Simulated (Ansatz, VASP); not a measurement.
Two plane-wave programs on Se

```
Se
1.0
    -2.56804    2.56804    1.30780
     2.56804   -2.56804    1.30780
     2.56804    2.56804   -1.30780
Se
2
Direct
  0.62500 0.87500 0.75000
  0.37500 0.12500 0.25000
```

Change from the starting cell: volume scaled by 0.76, PAW files.

Alike in both runs: task single point; functional PBE; k mesh 16 × 16 × 16; occupations fermi-dirac, width 0.1 eV; no spin polarisation.

|  | VASP | Ansatz |
| --- | --- | --- |
| version | VASP 6.6.1 | Ansatz 0.2.0 |
| potentials or method | VASP PAW PBE potentials, release 64 (Se) | PAW with Ansatz's default frozen-core files, scalar-relativistic |
| plane-wave cutoff (eV) | 520 | 420 |
| valence electrons in the cell | 12 | 32 |

|  | VASP | Ansatz | Ansatz less VASP |
| --- | --- | --- | --- |
| pressure (GPa) | 31.7 | 31.5 | -0.20 |

Both programs put the cell under a high pressure, so it lies far from rest at this level. VASP's potentials hold 12 valence electrons a cell and Ansatz's 32, so a difference there can come from the potentials and not from the codes.
